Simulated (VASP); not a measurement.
## Ga: single point with r2SCAN

Ga:

```xyz
4
Lattice="2.2319 -3.7932 0.0000 2.2319 3.7932 0.0000 0.0000 0.0000 4.5346" Properties=species:S:1:pos:R:3 pbc="T T T"
Ga    2.2319   -2.6115    0.3881
Ga    2.2319   -1.1817    2.6554
Ga    2.2319    2.6115    4.1466
Ga    2.2319    1.1817    1.8792
```

```
Program             : VASP 6.6.1
Task                : single point
Functional          : r2SCAN
Potentials or basis : VASP PAW PBE potentials, release 64 (Ga_d)
Cutoff              : 520 eV
k mesh              : 2 × 2 × 2
Occupations         : fermi-dirac, width 0.1 eV
Spin                : no spin polarisation
```

The pressure is 2.8 GPa. The largest force is 0.700 eV/Å. The band gap on the k mesh is zero (band 26 reaches 5.10 eV, above the bottom of band 27 at 4.33 eV).

Forces in eV/Å, atoms in the order of the input:
```
Ga   0.000  0.659  0.234
Ga   0.000 -0.659  0.234
Ga   0.000 -0.659 -0.234
Ga   0.000  0.659 -0.234
```

Stress tensor (GPa, compression positive):
```
 9.52  0.00  0.00
 0.00 -1.63  0.00
 0.00  0.00  0.53
```

Levels at points of the mesh, in eV from the Fermi level:
```csv
k point,band 22,band 23,band 24,band 25,band 26,band 27,band 28,band 29,band 30,band 31
"(0.00, 0.00, 0.00)",-4.48,-3.99,-1.75,-1.39,-0.82,1.01,1.19,1.32,5.69,5.79
"(0.50, 0.00, 0.00)",-8.98,-3.56,-3.56,-1.55,-1.55,0.95,0.95,4.44,4.44,5.70
"(0.50, 0.50, 0.00)",-7.66,-4.17,-3.42,-1.77,-1.63,1.17,1.22,3.79,4.05,4.47
"(0.00, 0.00, 0.50)",-9.70,-0.01,-0.01,0.03,0.03,0.31,0.31,2.25,2.25,4.28
"(0.50, 0.00, 0.50)",-7.51,-6.52,-6.52,-1.64,-1.64,0.75,0.75,7.75,7.75,8.23
"(0.50, 0.50, 0.50)",-7.92,-5.63,-5.63,-1.31,-1.31,-0.75,-0.75,7.09,7.09,8.57
```

It took 47 s on 1 thread of Intel(R) Xeon(R) 6975P-C (Granite Rapids), on a shared host, peak memory 0.21 GiB.

Caveat: the k points lie up to 0.82 Å⁻¹ apart; the PAW data sets were made with another functional, which shifts forces and pressure a little.
